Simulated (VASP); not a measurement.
Ag3Au:

```
CELL_PARAMETERS angstrom
4.08500 0.00000 0.00000
0.00000 4.08500 0.00000
0.00000 0.00000 4.08500
ATOMIC_POSITIONS crystal
Ag 0.00000 0.00000 0.00000
Ag 0.00000 0.50000 0.50000
Ag 0.50000 0.00000 0.50000
Au 0.50000 0.50000 0.00000
```

```yaml
Program: VASP 6.6.1
Task: relaxation of volume and atoms at fixed shape
Functional: r2SCAN
Potentials_or_basis: VASP PAW PBE potentials, release 64 (Ag, Au)
Cutoff: 600 eV
k_mesh: 5 × 5 × 5
Occupations: gaussian, width 0.05 eV
Spin: no spin polarisation
```

At the start: pressure 3.1 GPa; volume 17.04 Å³/atom.

How do energy, volume and symmetry change on relaxing?

Over 3 steps the energy falls by 4.2 meV/atom and the volume is 17.49 Å³/atom (+2.6 %); space group Pm-3m (No. 221, to 0.1 Å) before and after.

The path:
| step | energy change (eV) | largest force (eV/Å) | pressure (GPa) | volume (Å³) |
| --- | --- | --- | --- | --- |
| 1 | 0.0000 | 0.0000 | 3.13 | 68.17 |
| 2 | -0.0051 | 0.0000 | -2.33 | 71.51 |
| 3 | -0.0168 | 0.0000 | 0.02 | 69.94 |

Final structure:
```
Ag Au
1.0
     4.12018    0.00000    0.00000
     0.00000    4.12018    0.00000
     0.00000    0.00000    4.12018
Ag Au
3 1
Direct
  0.00000 0.00000 0.00000
  0.00000 0.50000 0.50000
  0.50000 0.00000 0.50000
  0.50000 0.50000 0.00000
```

Caveat: the PAW data sets were made with another functional, which shifts forces and pressure a little.
